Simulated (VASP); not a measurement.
# C (P6/mmm) in VASP: single point with PBE+D3(BJ)

Aim: the single point of C with PBE+D3(BJ).

Program: VASP 6.6.1. These are calculated values, not measurements. Logs are shortened: lines on timing, memory, paths and dates and some standing lists are left out, and cuts for length are marked.

### Step 1. The cell of the first run

The structure is hexagonal, space group P6/mmm (No. 191). Conventional cell: a = 2.465 Å, b = 2.465 Å, c = 3.567 Å, α = 90.00°, β = 90.00°, γ = 120.00°. C (site symmetry -6m2) has 3 C at 1.42 Å within 1.9 Å.

### Step 2. Single point, PBE+D3(BJ)

File INCAR:

```
  ALGO = Normal
  EDIFF = 1E-7
  ENCUT = 520
  GGA = PE
  ISIF = 2
  ISMEAR = 0
  IVDW = 12
  LASPH = True
  LCHARG = False
  LREAL = False
  LWAVE = False
  NBANDS = 11
  NELM = 100
  PREC = Accurate
  SIGMA = 0.15
```

File KPOINTS:

```
k-points
0
Gamma
  30 30 18
```

File POSCAR:

```
C
1.0
    2.4647381352      0.0000000000      0.0000000000
   -1.2323690676      2.1345258387      0.0000000000
    0.0000000000      0.0000000000      3.5674263381
C
2
Direct
    0.3333333333      0.6666666667      0.0000000000
    0.6666666667      0.3333333333      0.0000000000
```

Potentials or basis: VASP PAW PBE potentials, release 64 (C).

The run is started by

```bash
> cat potpaw_PBE.64/C/POTCAR > POTCAR
> mpirun -np 1 vasp_std > vasp.out
```

OUTCAR:

```text
EDIFF = 1E-7
   ENCUT = 520
   GGA = PE
   ISIF = 2
   ISMEAR = 0
   IVDW = 12
   LASPH = True
   LREAL = False
   NELM = 100
   PREC = Accurate
 IVDW          = 12

 ion  position               nearest neighbor table
   1  0.333  0.667  0.000-   2 1.42   2 1.42   2 1.42
   2  0.667  0.333  0.000-   1 1.42   1 1.42   1 1.42

  LATTYP: Found a hexagonal cell.
 ALAT       =     2.4647381352
 C/A-ratio  =     1.4473855405

  Lattice vectors:

 A1 = (   2.4647381352,   0.0000000000,   0.0000000000)
 A2 = (  -1.2323690676,   2.1345258387,   0.0000000000)
 A3 = (   0.0000000000,   0.0000000000,   3.5674263381)

Analysis of symmetry for initial positions (statically):
=====================================================================
 Subroutine PRICEL returns:
 Original cell was already a primitive cell.

 Routine SETGRP: Setting up the symmetry group for a
 hexagonal supercell.

 Subroutine GETGRP returns: Found 24 space group operations
 (whereof 24 operations were pure point group operations)
 out of a pool of 24 trial point group operations.

The static configuration has the point symmetry D_6h.

Analysis of symmetry for dynamics (positions and initial velocities):
=====================================================================
 Subroutine PRICEL returns:
 Original cell was already a primitive cell.

 Routine SETGRP: Setting up the symmetry group for a
 hexagonal supercell.

 Subroutine GETGRP returns: Found 24 space group operations
 (whereof 24 operations were pure point group operations)
 out of a pool of 24 trial point group operations.

The dynamic configuration has the point symmetry D_6h.

 Subroutine INISYM returns: Found 24 space group operations
 (whereof 24 operations are pure point group operations),
 and found     1 'primitive' translations

----------------------------------------------------------------------------------------

                                     Primitive cell

  volume of cell :      18.7684

  direct lattice vectors                    reciprocal lattice vectors
     2.464738135  0.000000000  0.000000000     0.405722614  0.234244061  0.000000000
    -1.232369068  2.134525839  0.000000000     0.000000000  0.468488121  0.000000000
     0.000000000  0.000000000  3.567426338     0.000000000  0.000000000  0.280314127

  length of vectors
     2.464738135  2.464738135  3.567426338     0.468488121  0.468488121  0.280314127

  position of ions in fractional coordinates (direct lattice)
     0.333333333  0.666666667  0.000000000
     0.666666667  0.333333333  0.000000000

  ion indices of the primitive-cell ions
   primitive index   ion index
                 1           1
                 2           2

----------------------------------------------------------------------------------------

 KPOINTS: k-points

Automatic generation of k-mesh.
 Grid dimensions read from file:
 generate k-points for:   30   30   18

 Generating k-lattice:

  Cartesian coordinates                     Fractional coordinates (reciprocal lattice)
     0.013524087  0.007808135  0.000000000     0.033333333  0.000000000  0.000000000
     0.000000000  0.015616271  0.000000000     0.000000000  0.033333333  0.000000000
     0.000000000  0.000000000  0.015573007     0.000000000  0.000000000  0.055555556

  Length of vectors
     0.015616271  0.015616271  0.015573007

  Shift w.r.t. Gamma in fractional coordinates (k-lattice)
     0.000000000  0.000000000  0.000000000

 Subroutine IBZKPT returns following result:
 ===========================================

 Found    910 irreducible k-points:

 Following reciprocal coordinates:
            Coordinates               Weight
  0.000000  0.000000  0.000000      1.000000
  0.033333  0.000000  0.000000      6.000000
  0.066667  0.000000  0.000000      6.000000
  0.100000  0.000000  0.000000      6.000000
  0.133333  0.000000  0.000000      6.000000
  0.166667  0.000000  0.000000      6.000000
[... 16 lines left out ...]
  0.233333  0.033333  0.000000     12.000000
  0.266667  0.033333  0.000000     12.000000
 [... further k-points ...]
   k-points           NKPTS =    910   k-points in BZ     NKDIM =    910   number of bands    NBANDS=     11
   number of dos      NEDOS =    301   number of ions     NIONS =      2
   total plane-waves  NPLWV =   9072
   dimension x,y,z NGX =    18 NGY =   18 NGZ =   28
   dimension x,y,z NGXF=    36 NGYF=   36 NGZF=   56
   ions per type =               2
   NGX,Y,Z   is equivalent  to a cutoff of  12.14, 12.14, 13.05 a.u.
   NGXF,Y,Z  is equivalent  to a cutoff of  24.28, 24.28, 26.10 a.u.
 SYSTEM =  unknown system
   PREC   = accura    normal or accurate (medium, high low for compatibility)
   ISTART =      0    job   : 0-new  1-cont  2-samecut
   ICHARG =      2    charge: 1-file 2-atom 10-const
   ISPIN  =      1    spin polarized calculation?
   LNONCOLLINEAR =      F non collinear calculations
   LSORBIT =      F    spin-orbit coupling
   LASPH  =      T    aspherical Exc in radial PAW
   ENCUT  =  520.0 eV  38.22 Ry    6.18 a.u.   4.58  4.58  6.63*2*pi/ulx,y,z
   NELM   =    100;   NELMIN=  2; NELMDL= -5     # of ELM steps
   EDIFF  = 0.1E-06   stopping-criterion for ELM
   LREAL  =      F    real-space projection
   EDIFFG = 0.1E-05   stopping-criterion for IOM
   NSW    =      0    number of steps for IOM
   IBRION =     -1    ionic relax: 0-MD 1-quasi-New 2-CG
   NFREE  =      0    steps in history (QN), initial steepest desc. (CG)
   ISIF   =      2    stress and relaxation
   ISYM   =      2    0-nonsym 1-usesym 2-fastsym
   POTIM  = 0.5000    time-step for ionic-motion
   TEBEG  =    0.0;   TEEND  =   0.0 temperature during run
   PSTRESS=    0.0 pullay stress
   NELECT =       8.0000    total number of electrons
   NUPDOWN=      -1.0000    fix difference up-down
   EMIN   =  10.00;   EMAX   =-10.00  energy-range for DOS
   EFERMI =   0.00;   METHOD = LEGACY
   ISMEAR =     0;   SIGMA  =   0.15  broadening in eV -4-tet -1-fermi 0-gaus
   EFERMI_NEDOS =   21; number of points for ismear=-14 and -15
   IALGO  =     38    algorithm
   IMIX   =      4    mixing-type and parameters
     AMIX     =   0.40;   BMIX     =  1.00
     AMIX_MAG =   1.60;   BMIX_MAG =  1.00
  volume/ion in A,a.u.               =       9.38        63.33
  Fermi-wavevector in a.u.,A,eV,Ry     =   1.232052  2.328241 20.652997  1.517952
  Thomas-Fermi vector in A             =   2.366837
   LORBIT       =      0    0 simple, 1 ext, 2 COOP (PROOUT), +10 PAW based schemes
   GGA     = PE    functional components
   LHFCALC =     F    Hartree Fock is set to
   AEXX    =    0.0000 exact exchange contribution
   IVDW    =    12    specifies the selected vdW correction
   LEPSILON=     F    determine dielectric tensor
   LRPA    =     F    only Hartree local field effects (RPA)
 non-spin polarized calculation
 Gauss-broadening in eV      SIGMA  =   0.15
  energy-cutoff  :      520.00
  volume of cell :       18.77
 maximum number of plane-waves:       520
   NGX =  9   NGY =  9   NGZ = 13

 number of electron       7.9999998 magnetization

 Free energy of the ion-electron system (eV)
  ---------------------------------------------------
  ext. energy  EPLUGINS =         0.00000000
  ---------------------------------------------------
  free energy    TOTEN  =       -18.42733594 eV

  energy without entropy =      -18.42693020  energy(sigma->0) =      -18.42713307

 E-fermi :   4.1888     XC(G=0):  -9.8879

 val. band max:        4.1296894059   @ k =   0.3333   0.3000   0.0000
 cond. band min:       4.2490029994   @ k =   0.3333   0.3333   0.2222
 fundamental gap:      0.1193135935
 Fermi energy:         4.1887679903

 k-point     1 :       0.0000    0.0000    0.0000
  band No.  band energies     occupation
      1     -15.4366      2.00000
      2      -2.6890      2.00000
      3       1.1413      2.00000
      4       1.1413      2.00000
      5       8.0137      0.00000
      6      12.4790      0.00000
      7      12.4790      0.00000
      8      15.7616      0.00000
      9      16.5890      0.00000
     10      26.3974      0.00000
     11      27.7843      0.00000

 k-point     2 :       0.0333    0.0000    0.0000
  band No.  band energies     occupation
      1     -15.4101      2.00000
      2      -2.6585      2.00000
      3       1.0317      2.00000
      4       1.0835      2.00000
      5       8.0464      0.00000
      6      12.4947      0.00000
      7      12.5941      0.00000
      8      15.6732      0.00000
      9      16.6339      0.00000
     10      26.4793      0.00000
     11      27.7483      0.00000

 k-point     3 :       0.0667    0.0000    0.0000
  band No.  band energies     occupation
      1     -15.3309      2.00000
      2      -2.5669      2.00000
      3       0.7143      2.00000
      4       0.9183      2.00000
      5       8.1445      0.00000
      6      12.5288      0.00000
      7      12.9310      0.00000
      8      15.4122      0.00000
      9      16.7738      0.00000
     10      26.7127      0.00000
     11      27.6229      0.00000

 k-point     4 :       0.1000    0.0000    0.0000
  band No.  band energies     occupation
      1     -15.1989      2.00000
      2      -2.4148      2.00000
      3       0.2179      2.00000
      4       0.6660      2.00000
      5       8.3084      0.00000
      6      12.5524      0.00000
      7      13.4675      0.00000
      8      14.9951      0.00000
      9      17.0186      0.00000
     10      27.0586      0.00000
     11      27.3802      0.00000
[... 239 lines left out ...]
 k-point    22 :       0.2000    0.0333    0.0000
  band No.  band energies     occupation
      1     -14.3064      2.00000
      2      -2.4089      2.00000
      3      -1.3978      2.00000
      4      -0.6096      2.00000
      5       9.4227      0.00000
      6      12.4270      0.00000
      7      12.5798      0.00000
      8      16.3303      0.00000
      9      18.7022      0.00000
     10      25.4452      0.00000
     11      27.3140      0.00000

 k-point    23 :       0.2333    0.0333    0.0000
  band No.  band energies     occupation
      1     -13.9418      2.00000
      2      -3.2741      2.00000
      3      -0.9895      2.00000
      4      -0.9578      2.00000
      5       9.8783      0.00000
      6      11.7427      0.00000
      7      12.2982      0.00000
      8      17.3247      0.00000
      9      19.2263      0.00000
     10      24.8264      0.00000
     11      26.5423      0.00000

 k-point    24 :       0.2667    0.0333    0.0000
  band No.  band energies     occupation
      1     -13.5274      2.00000
      2      -4.1563      2.00000
      3      -1.2802      2.00000
      4      -0.5324      2.00000
      5      10.3938      0.00000
      6      10.8728      0.00000
      7      12.1648      0.00000
      8      18.2813      0.00000
      9      19.6893      0.00000
     10      24.2515      0.00000
     11      25.7807      0.00000

 [... further k-points ...]

------------------------ aborting loop because EDIFF is reached ----------------------------------------

 Edisp (eV)   -0.29039

 E8    (eV) :    -0.0816

  FORCE on cell =-STRESS in cart. coord.  units (eV):
  Direction    XX          YY          ZZ          XY          YZ          ZX
  --------------------------------------------------------------------------------------
  -------------------------------------------------------------------------------------
  Total       0.07509     0.07509    -0.00100     0.00000    -0.00000     0.00000
  in kB       6.41020     6.41020    -0.08555     0.00000    -0.00000     0.00000
  external pressure =        4.24 kB  Pullay stress =        0.00 kB

 VOLUME and BASIS-vectors are now :
 -----------------------------------------------------------------------------
  energy-cutoff  :      520.00
  volume of cell :       18.77
      direct lattice vectors                 reciprocal lattice vectors
     2.464738135  0.000000000  0.000000000     0.405722614  0.234244061  0.000000000
    -1.232369068  2.134525839  0.000000000     0.000000000  0.468488121  0.000000000
     0.000000000  0.000000000  3.567426338     0.000000000  0.000000000  0.280314127

 POSITION                                       TOTAL-FORCE (eV/Angst)
 -----------------------------------------------------------------------------------
     -0.00000      1.42302      0.00000         0.000000      0.000000      0.000000
      1.23237      0.71151      0.00000        -0.000000      0.000000      0.000000
 -----------------------------------------------------------------------------------
    total drift:                                0.000000     -0.000000      0.000000

  FREE ENERGIE OF THE ION-ELECTRON SYSTEM (eV)
  ---------------------------------------------------
  free  energy   TOTEN  =       -18.7177218811 eV

  energy  without entropy=      -18.7173161461  energy(sigma->0) =      -18.71751901
```

Run time: 4.3 min. Hardware: 1 thread of Intel Xeon 8259CL, shared host; peak memory 0.26 GiB.

What came out:

```
Free energy                : -18.7177 eV
Pressure                   : 0.4 GPa
Band gap on the k mesh     : zero (bands 4 and 5 overlap by 0.93 eV)
Dispersion energy per atom : -0.145 eV
```

Levels at points of the mesh, in eV from the Fermi level:
| k point | band 1 | band 2 | band 3 | band 4 | band 5 | band 6 | band 7 | band 8 | band 9 |
| --- | --- | --- | --- | --- | --- | --- | --- | --- | --- |
| (0.00, 0.00, 0.00) | -19.63 | -6.88 | -3.05 | -3.05 | 3.82 | 8.29 | 8.29 | 11.57 | 12.40 |
| (0.50, 0.00, 0.00) | -14.35 | -13.30 | -6.44 | -1.86 | 2.35 | 7.26 | 10.92 | 11.22 | 18.49 |
| (0.00, 0.00, 0.50) | -19.44 | -8.31 | -3.03 | -3.03 | 8.35 | 8.35 | 9.19 | 11.32 | 12.65 |
| (0.50, 0.00, 0.50) | -14.22 | -13.19 | -6.41 | -2.86 | 1.05 | 7.51 | 13.12 | 16.20 | 18.94 |

The gap in the log of VASP goes by the Fermi energy; the results here count the filled bands.